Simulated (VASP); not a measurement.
# Mg: single point with PBE

The system is Mg.

```
CELL_PARAMETERS angstrom
3.20930 0.00000 0.00000
-1.60465 2.77934 0.00000
0.00000 0.00000 5.00189
ATOMIC_POSITIONS crystal
Mg 0.66667 0.33333 0.75000
Mg 0.33333 0.66667 0.25000
```

```
Program             : VASP 6.6.1
Task                : single point
Functional          : PBE
Potentials or basis : VASP PAW PBE potentials, release 64 (Mg)
Cutoff              : 520 eV
k mesh              : 8 × 8 × 5
Occupations         : fermi-dirac, width 0.05 eV
Spin                : no spin polarisation
```

```
Pressure               : 1.0 GPa
Band gap on the k mesh : zero (band 2 reaches 3.67 eV, above the bottom of band 3 at 1.93 eV)
```

Stress tensor (GPa, compression positive):
```
-0.03  0.00  0.00
 0.00 -0.03  0.00
 0.00  0.00  3.17
```

Levels at points of the mesh, in eV from the Fermi level:
| k point | band 1 | band 2 | band 3 | band 4 | band 5 | band 6 |
| --- | --- | --- | --- | --- | --- | --- |
| (0.00, 0.00, 0.00) | -7.13 | -1.58 | -0.93 | 10.59 | 10.59 | 10.67 |
| (0.50, 0.00, 0.00) | -2.38 | -2.37 | 2.69 | 3.06 | 3.58 | 3.85 |

Run time: 6.3 s on 1 thread of Intel(R) Xeon(R) Platinum 8559C (Emerald Rapids), with other jobs on the host, peak memory 0.15 GiB.
